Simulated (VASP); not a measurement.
# Al3Te (Pm-3m) in VASP: notebook

The runs below take Al3Te through single point, relaxation of cell and atoms, with PBE.

Program: VASP 6.6.1. These are calculated values, not measurements. Logs are shortened: lines on timing, memory, paths and dates and some standing lists are left out, and cuts for length are marked.

## (1) The cell of the first run

The structure is cubic, space group Pm-3m (No. 221). Conventional cell: a = 4.367 Å, b = 4.367 Å, c = 4.367 Å, α = 90.00°, β = 90.00°, γ = 90.00°. Al (site symmetry 4/mmm) has 8 Al at 3.09 Å and 4 Te at 3.09 Å within 4.1 Å. Within 4.1 Å of Te (site symmetry m-3m) lie 12 Al at 3.09 Å.

## (2) Single point, PBE

Contents of INCAR:

```
SYSTEM = Al3Te
  ALGO = Normal
  EDIFF = 1E-6
  ENCUT = 520
  GGA = PE
  ISIF = 2
  ISMEAR = 0
  LASPH = .True.
  LCHARG = .False.
  LREAL = .False.
  LWAVE = .False.
  NBANDS = 16
  NELM = 60
  PREC = Accurate
  SIGMA = 0.1
```

Contents of KPOINTS:

```
k-points
0
Gamma
  4 4 4
  0 0 0
```

Contents of POSCAR:

```
Al3Te
1.0
    4.3673674905      0.0000000000      0.0000000000
    0.0000000000      4.3673674905      0.0000000000
    0.0000000000      0.0000000000      4.3673674905
Al Te
3 1
Direct
    0.0000000000      0.5000000000      0.5000000000
    0.5000000000      0.0000000000      0.5000000000
    0.5000000000      0.5000000000      0.0000000000
    0.0000000000      0.0000000000      0.0000000000
```

Potentials or basis: VASP PAW PBE potentials, release 64 (Al, Te).

The run is started by

```sh
> cat potpaw_PBE.64/Al/POTCAR potpaw_PBE.64/Te/POTCAR > POTCAR
> mpirun -np 1 vasp_std > vasp.out
```

OUTCAR:

```text
SYSTEM = Al3Te
   EDIFF = 1E-6
   ENCUT = 520
   GGA = PE
   ISIF = 2
   ISMEAR = 0
   LASPH = .True.
   LREAL = .False.
   NELM = 60
   PREC = Accurate

 ion  position               nearest neighbor table
   1  0.000  0.500  0.500-   2 3.09   3 3.09   4 3.09   3 3.09   4 3.09   2 3.09   4 3.09   4 3.09
                             2 3.09   3 3.09   3 3.09   2 3.09
   2  0.500  0.000  0.500-   1 3.09   3 3.09   4 3.09   3 3.09   4 3.09   1 3.09   3 3.09   3 3.09
                             1 3.09   4 3.09   4 3.09   1 3.09
   3  0.500  0.500  0.000-   1 3.09   2 3.09   4 3.09   1 3.09   2 3.09   2 3.09   4 3.09   2 3.09
                             1 3.09   4 3.09   1 3.09   4 3.09
   4  0.000  0.000  0.000-   1 3.09   2 3.09   3 3.09   1 3.09   2 3.09   1 3.09   3 3.09   1 3.09
                             2 3.09   3 3.09   2 3.09   3 3.09

  LATTYP: Found a simple cubic cell.
 ALAT       =     4.3673674905

  Lattice vectors:

 A1 = (   4.3673674905,   0.0000000000,   0.0000000000)
 A2 = (   0.0000000000,   4.3673674905,   0.0000000000)
 A3 = (   0.0000000000,   0.0000000000,   4.3673674905)

Analysis of symmetry for initial positions (statically):
=====================================================================
 Subroutine PRICEL returns:
 Original cell was already a primitive cell.

 Routine SETGRP: Setting up the symmetry group for a
 simple cubic supercell.

 Subroutine GETGRP returns: Found 48 space group operations
 (whereof 48 operations were pure point group operations)
 out of a pool of 48 trial point group operations.

The static configuration has the point symmetry O_h .

Analysis of symmetry for dynamics (positions and initial velocities):
=====================================================================
 Subroutine PRICEL returns:
 Original cell was already a primitive cell.

 Routine SETGRP: Setting up the symmetry group for a
 simple cubic supercell.

 Subroutine GETGRP returns: Found 48 space group operations
 (whereof 48 operations were pure point group operations)
 out of a pool of 48 trial point group operations.

The dynamic configuration has the point symmetry O_h .

 Subroutine INISYM returns: Found 48 space group operations
 (whereof 48 operations are pure point group operations),
 and found     1 'primitive' translations

----------------------------------------------------------------------------------------

                                     Primitive cell

  volume of cell :      83.3027

  direct lattice vectors                    reciprocal lattice vectors
     4.367367491  0.000000000  0.000000000     0.228970885  0.000000000  0.000000000
     0.000000000  4.367367491  0.000000000     0.000000000  0.228970885  0.000000000
     0.000000000  0.000000000  4.367367491     0.000000000  0.000000000  0.228970885

  length of vectors
     4.367367491  4.367367491  4.367367491     0.228970885  0.228970885  0.228970885

  position of ions in fractional coordinates (direct lattice)
     0.000000000  0.500000000  0.500000000
     0.500000000  0.000000000  0.500000000
     0.500000000  0.500000000  0.000000000
     0.000000000  0.000000000  0.000000000

  ion indices of the primitive-cell ions
   primitive index   ion index
                 1           1
                 2           2
                 3           3
                 4           4

----------------------------------------------------------------------------------------

 KPOINTS: k-points

Automatic generation of k-mesh.
 Grid dimensions read from file:
 generate k-points for:    4    4    4

 Generating k-lattice:

  Cartesian coordinates                     Fractional coordinates (reciprocal lattice)
     0.057242721  0.000000000  0.000000000     0.250000000  0.000000000  0.000000000
     0.000000000  0.057242721  0.000000000     0.000000000  0.250000000  0.000000000
     0.000000000  0.000000000  0.057242721     0.000000000  0.000000000  0.250000000

  Length of vectors
     0.057242721  0.057242721  0.057242721

  Shift w.r.t. Gamma in fractional coordinates (k-lattice)
     0.000000000  0.000000000  0.000000000

 Subroutine IBZKPT returns following result:
 ===========================================

 Found     10 irreducible k-points:

 Following reciprocal coordinates:
            Coordinates               Weight
  0.000000  0.000000  0.000000      1.000000
  0.250000  0.000000  0.000000      6.000000
  0.500000  0.000000  0.000000      3.000000
  0.250000  0.250000  0.000000     12.000000
  0.500000  0.250000  0.000000     12.000000
  0.500000  0.500000  0.000000      3.000000
  0.250000  0.250000  0.250000      8.000000
  0.500000  0.250000  0.250000     12.000000
  0.500000  0.500000  0.250000      6.000000
  0.500000  0.500000  0.500000      1.000000
   k-points           NKPTS =     10   k-points in BZ     NKDIM =     10   number of bands    NBANDS=     16
   number of dos      NEDOS =    301   number of ions     NIONS =      4
   total plane-waves  NPLWV =  32768
   dimension x,y,z NGX =    32 NGY =   32 NGZ =   32
   dimension x,y,z NGXF=    64 NGYF=   64 NGZF=   64
   ions per type =               3   1
   NGX,Y,Z   is equivalent  to a cutoff of  12.18, 12.18, 12.18 a.u.
   NGXF,Y,Z  is equivalent  to a cutoff of  24.36, 24.36, 24.36 a.u.
 SYSTEM =  Al3Te
   PREC   = accura    normal or accurate (medium, high low for compatibility)
   ISTART =      0    job   : 0-new  1-cont  2-samecut
   ICHARG =      2    charge: 1-file 2-atom 10-const
   ISPIN  =      1    spin polarized calculation?
   LNONCOLLINEAR =      F non collinear calculations
   LSORBIT =      F    spin-orbit coupling
   LASPH  =      T    aspherical Exc in radial PAW
   ENCUT  =  520.0 eV  38.22 Ry    6.18 a.u.   8.12  8.12  8.12*2*pi/ulx,y,z
   NELM   =     60;   NELMIN=  2; NELMDL= -5     # of ELM steps
   EDIFF  = 0.1E-05   stopping-criterion for ELM
   LREAL  =      F    real-space projection
   EDIFFG = 0.1E-04   stopping-criterion for IOM
   NSW    =      0    number of steps for IOM
   IBRION =     -1    ionic relax: 0-MD 1-quasi-New 2-CG
   NFREE  =      0    steps in history (QN), initial steepest desc. (CG)
   ISIF   =      2    stress and relaxation
   ISYM   =      2    0-nonsym 1-usesym 2-fastsym
   POTIM  = 0.5000    time-step for ionic-motion
   TEBEG  =    0.0;   TEEND  =   0.0 temperature during run
   PSTRESS=    0.0 pullay stress
   NELECT =      15.0000    total number of electrons
   NUPDOWN=      -1.0000    fix difference up-down
   EMIN   =  10.00;   EMAX   =-10.00  energy-range for DOS
   EFERMI =   0.00;   METHOD = LEGACY
   ISMEAR =     0;   SIGMA  =   0.10  broadening in eV -4-tet -1-fermi 0-gaus
   EFERMI_NEDOS =   21; number of points for ismear=-14 and -15
   IALGO  =     38    algorithm
   IMIX   =      4    mixing-type and parameters
     AMIX     =   0.40;   BMIX     =  1.00
     AMIX_MAG =   1.60;   BMIX_MAG =  1.00
  volume/ion in A,a.u.               =      20.83       140.54
  Fermi-wavevector in a.u.,A,eV,Ry     =   0.924454  1.746966 11.627757  0.854616
  Thomas-Fermi vector in A             =   2.050202
   LORBIT       =      0    0 simple, 1 ext, 2 COOP (PROOUT), +10 PAW based schemes
   GGA     = PE    functional components
   LHFCALC =     F    Hartree Fock is set to
   AEXX    =    0.0000 exact exchange contribution
   IVDW    =     0    specifies the selected vdW correction
   LEPSILON=     F    determine dielectric tensor
   LRPA    =     F    only Hartree local field effects (RPA)
 non-spin polarized calculation
 Gauss-broadening in eV      SIGMA  =   0.10
  energy-cutoff  :      520.00
  volume of cell :       83.30
 maximum number of plane-waves:      2272
   NGX = 17   NGY = 17   NGZ = 17

 number of electron      14.9999999 magnetization

 Free energy of the ion-electron system (eV)
  ---------------------------------------------------
  ext. energy  EPLUGINS =         0.00000000
  ---------------------------------------------------
  free energy    TOTEN  =       -13.30460855 eV

  energy without entropy =      -13.29677588  energy(sigma->0) =      -13.30069221

 E-fermi :   7.8330     XC(G=0):  -9.9291

 val. band max:        7.7533469655   @ k =   0.5000   0.2500   0.2500
 cond. band min:       7.9263970235   @ k =   0.5000   0.5000   0.0000
 fundamental gap:      0.1730500581
 Fermi energy:         7.8329811949

 k-point     1 :       0.0000    0.0000    0.0000
  band No.  band energies     occupation
      1      -5.6892      2.00000
      2       1.7185      2.00000
      3       3.1840      2.00000
      4       3.1840      2.00000
      5       3.1840      2.00000
      6       5.4994      2.00000
[... 8 lines left out ...]
     15      12.2992      0.00000
     16      12.2992      0.00000

 k-point     2 :       0.2500    0.0000    0.0000
  band No.  band energies     occupation
      1      -5.4179      2.00000
      2       0.1500      2.00000
      3       3.3995      2.00000
      4       3.5411      2.00000
      5       3.5411      2.00000
      6       5.9616      2.00000
[... 8 lines left out ...]
     15      14.0331      0.00000
     16      15.0227      0.00000

 k-point     3 :       0.5000    0.0000    0.0000
  band No.  band energies     occupation
      1      -5.0678      2.00000
      2      -0.9969      2.00000
      3       3.9673      2.00000
      4       4.0836      2.00000
      5       4.0836      2.00000
      6       6.3102      2.00000
[... 8 lines left out ...]
     15      13.6406      0.00000
     16      13.6406      0.00000
[... 96 lines left out ...]
 k-point     9 :       0.5000    0.5000    0.2500
  band No.  band energies     occupation
      1      -4.3932      2.00000
      2       0.8575      2.00000
      3       0.8575      2.00000
      4       2.0887      2.00000
      5       2.8237      2.00000
      6       4.9902      2.00000
[... 8 lines left out ...]
     15      15.3829      0.00000
     16      15.7875      0.00000

 k-point    10 :       0.5000    0.5000    0.5000
  band No.  band energies     occupation
      1      -4.1831      2.00000
      2       1.7308      2.00000
      3       1.7308      2.00000
      4       1.7308      2.00000
      5       3.1969      2.00000
      6       3.1969      2.00000
[... 8 lines left out ...]
     15      16.6908      0.00000
     16      16.6909      0.00000

------------------------ aborting loop because EDIFF is reached ----------------------------------------

  FORCE on cell =-STRESS in cart. coord.  units (eV):
  Direction    XX          YY          ZZ          XY          YZ          ZX
  --------------------------------------------------------------------------------------
  -------------------------------------------------------------------------------------
  Total        0.0478265      0.0478265      0.0478265     -0.0000000     -0.0000000     -0.0000000
  in kB        0.9198562      0.9198562      0.9198562     -0.0000000     -0.0000000     -0.0000000
  external PRESSURE =       0.9198562 kB  Pullay stress =       0.0000000 kB

 VOLUME and BASIS-vectors are now :
 -----------------------------------------------------------------------------
  energy-cutoff  :      520.00
  volume of cell :       83.30
      direct lattice vectors                 reciprocal lattice vectors
     4.367367491  0.000000000  0.000000000     0.228970885  0.000000000  0.000000000
     0.000000000  4.367367491  0.000000000     0.000000000  0.228970885  0.000000000
     0.000000000  0.000000000  4.367367491     0.000000000  0.000000000  0.228970885

 POSITION                                       TOTAL-FORCE (eV/Angst)
 -----------------------------------------------------------------------------------
      0.00000      2.18368      2.18368         0.000000      0.000000      0.000000
      2.18368      0.00000      2.18368         0.000000      0.000000      0.000000
      2.18368      2.18368      0.00000         0.000000      0.000000      0.000000
      0.00000      0.00000      0.00000         0.000000      0.000000      0.000000
 -----------------------------------------------------------------------------------
    total drift:                               -0.000000      0.000000     -0.000000

  FREE ENERGIE OF THE ION-ELECTRON SYSTEM (eV)
  ---------------------------------------------------
  free  energy   TOTEN  =       -13.3046085473 eV

  energy  without entropy=      -13.2967758789  energy(sigma->0) =      -13.30069221
```

It took 5.7 s on 1 thread of AMD EPYC 9R45 (Zen 5), shared host; peak memory 0.14 GiB.

What came out:

```yaml
Free_energy: -13.3046 eV
Pressure: 0.1 GPa
```

Caveat: spin-orbit coupling is left out, which moves the levels of the heavy elements.

## (3) Relaxation of cell and atoms, PBE

This run uses another cell than the first one, of 19.06 Å³/atom, 0.915 times its volume.

Contents of INCAR:

```
ALGO = Normal
EDIFF = 1E-6
EDIFFG = -0.04
ENCUT = 600
GGA = PE
IBRION = 2
ISIF = 3
ISMEAR = 0
LASPH = T
LCHARG = F
LREAL = F
LWAVE = F
NELM = 60
NSW = 90
PREC = Accurate
SIGMA = 0.1
```

Contents of KPOINTS:

```
k-points
0
Gamma
  4 4 4
```

Contents of POSCAR:

```
Al3Te
1.0
    4.2401371277      0.0000000000      0.0000000000
    0.0000000000      4.2401371277      0.0000000000
    0.0000000000      0.0000000000      4.2401371277
Al Te
3 1
Direct
    0.0000000000      0.5000000000      0.5000000000
    0.5000000000      0.0000000000      0.5000000000
    0.5000000000      0.5000000000      0.0000000000
    0.0000000000      0.0000000000      0.0000000000
```

Potentials or basis: VASP PAW PBE potentials, release 64 (Al, Te).

The run is started by

```sh
> cat potpaw_PBE.64/Al/POTCAR potpaw_PBE.64/Te/POTCAR > POTCAR
> mpirun -np 1 vasp_std > vasp.out
```

Wall time 15 s (1 thread of AMD EPYC 9R45 (Zen 5), shared host); peak memory 0.18 GiB.

It converged, with:

* Free energy: -13.3045 eV
* Relaxed volume: 20.86 Å³/atom
* Relaxed cell: a = 4.370 Å, b = 4.370 Å, c = 4.370 Å, α = 90.00°, β = 90.00°, γ = 90.00°
* Space group after relaxing (to 0.05 Å): Pm-3m (No. 221)
* Energy gained by relaxing: 31.6 meV/atom
* Ionic steps: 3
* Pressure after relaxing: 0.0 GPa

The path:
```tsv
step	energy change (eV)	largest force (eV/Å)	pressure (GPa)	volume (Å³)
1	0.0000	0.0000	6.12	76.23
2	-0.1240	0.0000	-0.65	84.55
3	-0.1262	0.0000	0.01	83.46
```

Final structure:
```xyz
4
Lattice="4.3701 0.0000 0.0000 0.0000 4.3701 0.0000 0.0000 0.0000 4.3701" Properties=species:S:1:pos:R:3 pbc="T T T"
Al    0.0000    2.1850    2.1850
Al    2.1850    0.0000    2.1850
Al    2.1850    2.1850    0.0000
Te    0.0000    0.0000    0.0000
```

Levels at points of the mesh, in eV from the Fermi level:
| k point | band 5 | band 6 | band 7 | band 8 | band 9 | band 10 | band 11 |
| --- | --- | --- | --- | --- | --- | --- | --- |
| (0.00, 0.00, 0.00) | -4.64 | -2.33 | -2.33 | 1.94 | 1.94 | 1.94 | 3.75 |
| (0.50, 0.00, 0.00) | -3.74 | -1.52 | -1.09 | -1.09 | -0.67 | -0.30 | 3.96 |
| (0.50, 0.50, 0.00) | -3.00 | -0.84 | 0.09 | 0.09 | 0.56 | 0.56 | 0.84 |
| (0.50, 0.50, 0.50) | -4.63 | -4.63 | -4.63 | -3.98 | 5.33 | 5.33 | 5.33 |

Caveat: the k points lie up to 0.36 Å⁻¹ apart in the final cell; spin-orbit coupling is left out, which moves the levels of the heavy elements.
